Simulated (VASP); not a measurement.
# Ta (Cmcm) in VASP: a series of runs

The runs below take Ta through single point, with PBE.

All numbers are computed with VASP 6.6.1; they aren't measurements. Logs are shortened: lines on timing, memory, paths and dates and some standing lists are left out, and cuts for length are marked.

## (1) The cell of the first run

The structure is orthorhombic, space group Cmcm (No. 63). The conventional cell has a = 4.693 Å, b = 3.319 Å, c = 4.693 Å, α = 90.00°, β = 90.00°, γ = 90.00°. Within 3.6 Å of Ta (site symmetry m2m) lie 14 Ta at 2.74 to 3.33 Å.

## (2) Single point, PBE (atoms displaced along a vibrational mode)

Input file INCAR:

```
PREC = Accurate ; ENCUT = 520
EDIFF = 1E-6 ; ISMEAR = 0
SIGMA = 0.15 ; LREAL = False
LASPH = True ; NELM = 60
ALGO = Fast ; ISIF = 2
LWAVE = False ; LCHARG = False
GGA = PE ; NBANDS = 18
```

Input file KPOINTS:

```
Automatic mesh
0
Gamma
  22 22 14
```

Input file POSCAR:

```
Ta
1.0
   -1.6593948201      1.6593948201      1.6593948201
    1.6593948201     -1.6593948201      1.6593948201
    3.3187896402      3.3187896402      0.0000000000
Ta
2
Direct
    0.0361577602      0.0361577602      0.0000000000
    0.4638422398      0.4638422398      0.5000000000
```

Potentials or basis: VASP PAW PBE potentials, release 64 (Ta_pv).

Started as:

```bash
$ cat potpaw_PBE.64/Ta_pv/POTCAR > POTCAR
$ mpirun -np 1 vasp_std > vasp.out
```

OUTCAR:

```text
PREC = Accurate
   ENCUT = 520
   EDIFF = 1E-6
   ISMEAR = 0
   LREAL = False
   LASPH = True
   NELM = 60
   ISIF = 2
   GGA = PE

 ion  position               nearest neighbor table
   1  0.036  0.036  0.000-   2 2.74   2 2.74   2 3.02   2 3.02   2 3.33   2 3.33   2 3.33   2 3.33

   2  0.464  0.464  0.500-   1 2.74   1 2.74   1 3.02   1 3.02   1 3.33   1 3.33   1 3.33   1 3.33

  LATTYP: Found a base centered orthorhombic cell.
 ALAT       =     3.3187896402
 B/A-ratio  =     1.4142135624
 C/A-ratio  =     1.4142135624

  Lattice vectors:

 A1 = (  -1.6593948201,   1.6593948201,   1.6593948201)
 A2 = (   1.6593948201,  -1.6593948201,   1.6593948201)
 A3 = (   3.3187896402,   3.3187896402,   0.0000000000)

Analysis of symmetry for initial positions (statically):
=====================================================================
 Subroutine PRICEL returns:
 Original cell was already a primitive cell.

 Routine SETGRP: Setting up the symmetry group for a
 base centered orthorhombic supercell.

 Subroutine GETGRP returns: Found  8 space group operations
 (whereof  4 operations were pure point group operations)
 out of a pool of  8 trial point group operations.

The static configuration has the point symmetry C_2v.
 The point group associated with its full space group is D_2h.

Analysis of symmetry for dynamics (positions and initial velocities):
=====================================================================
 Subroutine PRICEL returns:
 Original cell was already a primitive cell.

 Routine SETGRP: Setting up the symmetry group for a
 base centered orthorhombic supercell.

 Subroutine GETGRP returns: Found  8 space group operations
 (whereof  4 operations were pure point group operations)
 out of a pool of  8 trial point group operations.

The dynamic configuration has the point symmetry C_2v.
 The point group associated with its full space group is D_2h.

 Subroutine INISYM returns: Found  8 space group operations
 (whereof  4 operations are pure point group operations),
 and found     1 'primitive' translations

----------------------------------------------------------------------------------------

                                     Primitive cell

  volume of cell :      36.5544

  direct lattice vectors                    reciprocal lattice vectors
    -1.659394820  1.659394820  1.659394820    -0.150657334  0.150657334  0.301314668
     1.659394820 -1.659394820  1.659394820     0.150657334 -0.150657334  0.301314668
     3.318789640  3.318789640  0.000000000     0.150657334  0.150657334  0.000000000

  length of vectors
     2.874156138  2.874156138  4.693477320     0.369033595  0.369033595  0.213061645

  position of ions in fractional coordinates (direct lattice)
     0.036157760  0.036157760  0.000000000
     0.463842240  0.463842240  0.500000000

  ion indices of the primitive-cell ions
   primitive index   ion index
                 1           1
                 2           2

----------------------------------------------------------------------------------------

 KPOINTS: Automatic mesh

Automatic generation of k-mesh.
 Grid dimensions read from file:
 generate k-points for:   22   22   14

 Generating k-lattice:

  Cartesian coordinates                     Fractional coordinates (reciprocal lattice)
    -0.006848061  0.006848061  0.013696121     0.045454545  0.000000000  0.000000000
     0.006848061 -0.006848061  0.013696121     0.000000000  0.045454545  0.000000000
     0.010761238  0.010761238  0.000000000     0.000000000  0.000000000  0.071428571

  Length of vectors
     0.016774254  0.016774254  0.015218689

  Shift w.r.t. Gamma in fractional coordinates (k-lattice)
     0.000000000  0.000000000  0.000000000

 Subroutine IBZKPT returns following result:
 ===========================================

 Found   1064 irreducible k-points:

 Following reciprocal coordinates:
            Coordinates               Weight
  0.000000  0.000000  0.000000      1.000000
  0.045455  0.000000  0.000000      4.000000
  0.090909  0.000000  0.000000      4.000000
  0.136364  0.000000  0.000000      4.000000
  0.181818  0.000000  0.000000      4.000000
  0.227273  0.000000  0.000000      4.000000
[... 16 lines left out ...]
  0.500000  0.045455  0.000000      4.000000
 -0.454545  0.045455  0.000000      4.000000
 [... further k-points ...]
   k-points           NKPTS =   1064   k-points in BZ     NKDIM =   1064   number of bands    NBANDS=     18
   number of dos      NEDOS =    301   number of ions     NIONS =      2
   total plane-waves  NPLWV =  20736
   dimension x,y,z NGX =    24 NGY =   24 NGZ =   36
   dimension x,y,z NGXF=    48 NGYF=   48 NGZF=   72
   ions per type =               2
   NGX,Y,Z   is equivalent  to a cutoff of  13.88, 13.88, 12.75 a.u.
   NGXF,Y,Z  is equivalent  to a cutoff of  27.76, 27.76, 25.50 a.u.
 SYSTEM =  unknown system
   PREC   = accura    normal or accurate (medium, high low for compatibility)
   ISTART =      0    job   : 0-new  1-cont  2-samecut
   ICHARG =      2    charge: 1-file 2-atom 10-const
   ISPIN  =      1    spin polarized calculation?
   LNONCOLLINEAR =      F non collinear calculations
   LSORBIT =      F    spin-orbit coupling
   LASPH  =      T    aspherical Exc in radial PAW
   ENCUT  =  520.0 eV  38.22 Ry    6.18 a.u.   5.34  5.34  8.73*2*pi/ulx,y,z
   NELM   =     60;   NELMIN=  2; NELMDL= -5     # of ELM steps
   EDIFF  = 0.1E-05   stopping-criterion for ELM
   LREAL  =      F    real-space projection
   EDIFFG = 0.1E-04   stopping-criterion for IOM
   NSW    =      0    number of steps for IOM
   IBRION =     -1    ionic relax: 0-MD 1-quasi-New 2-CG
   NFREE  =      0    steps in history (QN), initial steepest desc. (CG)
   ISIF   =      2    stress and relaxation
   ISYM   =      2    0-nonsym 1-usesym 2-fastsym
   POTIM  = 0.5000    time-step for ionic-motion
   TEBEG  =    0.0;   TEEND  =   0.0 temperature during run
   PSTRESS=    0.0 pullay stress
   NELECT =      22.0000    total number of electrons
   NUPDOWN=      -1.0000    fix difference up-down
   EMIN   =  10.00;   EMAX   =-10.00  energy-range for DOS
   EFERMI =   0.00;   METHOD = LEGACY
   ISMEAR =     0;   SIGMA  =   0.15  broadening in eV -4-tet -1-fermi 0-gaus
   EFERMI_NEDOS =   21; number of points for ismear=-14 and -15
   IALGO  =     68    algorithm
   IMIX   =      4    mixing-type and parameters
     AMIX     =   0.40;   BMIX     =  1.00
     AMIX_MAG =   1.60;   BMIX_MAG =  1.00
  volume/ion in A,a.u.               =      18.28       123.34
  Fermi-wavevector in a.u.,A,eV,Ry     =   1.382195  2.611970 25.993429  1.910463
  Thomas-Fermi vector in A             =   2.506909
   LORBIT       =      0    0 simple, 1 ext, 2 COOP (PROOUT), +10 PAW based schemes
   GGA     = PE    functional components
   LHFCALC =     F    Hartree Fock is set to
   AEXX    =    0.0000 exact exchange contribution
   IVDW    =     0    specifies the selected vdW correction
   LEPSILON=     F    determine dielectric tensor
   LRPA    =     F    only Hartree local field effects (RPA)
 non-spin polarized calculation
 RMM-DIIS sequential band-by-band and
 Gauss-broadening in eV      SIGMA  =   0.15
  energy-cutoff  :      520.00
  volume of cell :       36.55
 maximum number of plane-waves:      1027
 NGX is ok and might be reduce to    24
   NGX = 11   NGY = 11   NGZ = 17

 number of electron      22.0000002 magnetization

 Free energy of the ion-electron system (eV)
  ---------------------------------------------------
  ext. energy  EPLUGINS =         0.00000000
  ---------------------------------------------------
  free energy    TOTEN  =       -23.45525787 eV

  energy without entropy =      -23.42296949  energy(sigma->0) =      -23.43911368

 E-fermi :   5.4119     XC(G=0): -12.5358

 val. band max:        5.4115713869   @ k =  -0.1818   0.1364   0.3571
 cond. band min:       5.4128394007   @ k =   0.3182   0.0909   0.5000
 fundamental gap:      0.0012680138
 Fermi energy:         5.4119133622

 k-point     1 :       0.0000    0.0000    0.0000
  band No.  band energies     occupation
      1     -28.9507      2.00000
      2     -28.1212      2.00000
      3     -27.7780      2.00000
      4     -27.7563      2.00000
      5     -27.7411      2.00000
      6     -27.7171      2.00000
[... 10 lines left out ...]
     17       9.9241      0.00000
     18      12.4727      0.00000

 k-point     2 :       0.0455    0.0000    0.0000
  band No.  band energies     occupation
      1     -28.9440      2.00000
      2     -28.1279      2.00000
      3     -27.7917      2.00000
      4     -27.7650      2.00000
      5     -27.7487      2.00000
      6     -27.7204      2.00000
[... 10 lines left out ...]
     17      10.0457      0.00000
     18      12.5649      0.00000

 k-point     3 :       0.0909    0.0000    0.0000
  band No.  band energies     occupation
      1     -28.9242      2.00000
      2     -28.1493      2.00000
      3     -27.8441      2.00000
      4     -27.7806      2.00000
      5     -27.7655      2.00000
      6     -27.7302      2.00000
[... 10 lines left out ...]
     17      10.2337      0.00000
     18      12.8579      0.00000

 k-point     4 :       0.1364    0.0000    0.0000
  band No.  band energies     occupation
      1     -28.8921      2.00000
      2     -28.1890      2.00000
      3     -27.9292      2.00000
      4     -27.8110      2.00000
      5     -27.7761      2.00000
      6     -27.7465      2.00000
[... 10 lines left out ...]
     17      10.3373      0.00000
     18      13.3634      0.00000

 k-point     5 :       0.1818    0.0000    0.0000
  band No.  band energies     occupation
      1     -28.8491      2.00000
      2     -28.2498      2.00000
      3     -28.0374      2.00000
      4     -27.8423      2.00000
      5     -27.7861      2.00000
      6     -27.7692      2.00000
[... 10 lines left out ...]
     17      10.3271      0.00000
     18      14.0442      0.00000

 k-point     6 :       0.2273    0.0000    0.0000
  band No.  band energies     occupation
      1     -28.7972      2.00000
      2     -28.3291      2.00000
      3     -28.1592      2.00000
      4     -27.8660      2.00000
      5     -27.7979      2.00000
      6     -27.7975      2.00000
[... 10 lines left out ...]
     17      10.2270      0.00000
     18      14.8743      0.00000

 k-point     7 :       0.2727    0.0000    0.0000
  band No.  band energies     occupation
      1     -28.7391      2.00000
      2     -28.4186      2.00000
      3     -28.2845      2.00000
      4     -27.8807      2.00000
      5     -27.8318      2.00000
      6     -27.8099      2.00000
[... 10 lines left out ...]
     17      10.0673      0.00000
     18      14.4883      0.00000

 k-point     8 :       0.3182    0.0000    0.0000
  band No.  band energies     occupation
      1     -28.6780      2.00000
      2     -28.5075      2.00000
      3     -28.4037      2.00000
      4     -27.8880      2.00000
      5     -27.8696      2.00000
      6     -27.8230      2.00000
[... 10 lines left out ...]
     17      10.1420      0.00000
     18      14.1810      0.00000
[... 229 lines left out ...]
     17      10.4374      0.00000
     18      13.8214      0.00000

 k-point    20 :       0.3636    0.0455    0.0000
  band No.  band energies     occupation
      1     -28.5865      2.00000
      2     -28.5855      2.00000
      3     -28.5215      2.00000
      4     -27.9374      2.00000
      5     -27.9173      2.00000
      6     -27.8566      2.00000
[... 10 lines left out ...]
     17      10.7145      0.00000
     18      13.9926      0.00000

 k-point    21 :       0.4091    0.0455    0.0000
  band No.  band energies     occupation
      1     -28.6435      2.00000
      2     -28.5998      2.00000
      3     -28.5414      2.00000
      4     -27.9658      2.00000
      5     -27.9114      2.00000
      6     -27.8668      2.00000
[... 10 lines left out ...]
     17      11.3426      0.00000
     18      14.5677      0.00000

 k-point    22 :       0.4545    0.0455    0.0000
  band No.  band energies     occupation
      1     -28.6776      2.00000
      2     -28.6485      2.00000
      3     -28.5176      2.00000
      4     -27.9798      2.00000
      5     -27.9015      2.00000
      6     -27.8754      2.00000
[... 10 lines left out ...]
     17      12.3689      0.00000
     18      14.3524      0.00000

 k-point    23 :       0.5000    0.0455    0.0000
  band No.  band energies     occupation
      1     -28.6895      2.00000
      2     -28.6605      2.00000
      3     -28.5199      2.00000
      4     -27.9745      2.00000
      5     -27.8890      2.00000
      6     -27.8822      2.00000
[... 10 lines left out ...]
     17      13.3412      0.00000
     18      13.5088      0.00000

 k-point    24 :      -0.4545    0.0455    0.0000
  band No.  band energies     occupation
      1     -28.6779      2.00000
      2     -28.6351      2.00000
      3     -28.5471      2.00000
      4     -27.9511      2.00000
      5     -27.8880      2.00000
      6     -27.8736      2.00000
[... 10 lines left out ...]
     17      12.3247      0.00000
     18      14.6509      0.00000

 [... further k-points ...]
[... 5 lines left out ...]
  --------------------------------------------------------------------------------------
  -------------------------------------------------------------------------------------
  Total        0.4666777      0.4666777     -0.0568053      0.3952953     -0.0000000     -0.0000000
  in kB       20.4544805     20.4544805     -2.4897753     17.3257911     -0.0000000     -0.0000000
  external PRESSURE =      12.8063952 kB  Pullay stress =       0.0000000 kB

 VOLUME and BASIS-vectors are now :
 -----------------------------------------------------------------------------
  energy-cutoff  :      520.00
  volume of cell :       36.55
      direct lattice vectors                 reciprocal lattice vectors
    -1.659394820  1.659394820  1.659394820    -0.150657334  0.150657334  0.301314668
     1.659394820 -1.659394820  1.659394820     0.150657334 -0.150657334  0.301314668
     3.318789640  3.318789640  0.000000000     0.150657334  0.150657334  0.000000000

 POSITION                                       TOTAL-FORCE (eV/Angst)
 -----------------------------------------------------------------------------------
      0.00000      0.00000      0.12000         0.000000      0.000000     -1.411173
      1.65939      1.65939      1.53939        -0.000000     -0.000000      1.411173
 -----------------------------------------------------------------------------------
    total drift:                               -0.000000     -0.000000      0.000000

  FREE ENERGIE OF THE ION-ELECTRON SYSTEM (eV)
  ---------------------------------------------------
  free  energy   TOTEN  =       -23.4552578652 eV

  energy  without entropy=      -23.4229694921  energy(sigma->0) =      -23.43911368
```

Run time: 12 min. Hardware: 1 thread of Oxide Virtual Turin-like, shared host; peak memory 0.59 GiB.

Results:

```
Free energy            : -23.4553 eV
Pressure               : 1.3 GPa
Largest force          : 1.411 eV/Å
Band gap on the k mesh : zero (bands 11 and 12 overlap by 2.63 eV)
```

Forces on the atoms (eV/Å):
```
Ta   0.000  0.000 -1.411
Ta   0.000  0.000  1.411
```

Stress tensor (GPa, compression positive):
```
 2.05  1.73  0.00
 1.73  2.05  0.00
 0.00  0.00 -0.25
```

Caveat: the cell differs from its parent crystal (atoms displaced along a vibrational mode); spin-orbit coupling is left out, which moves the levels of the heavy elements; forces of over 1 eV/Å act on the atoms, so gaps and moduli don't describe the material at rest.

[end of part 1 of 2]
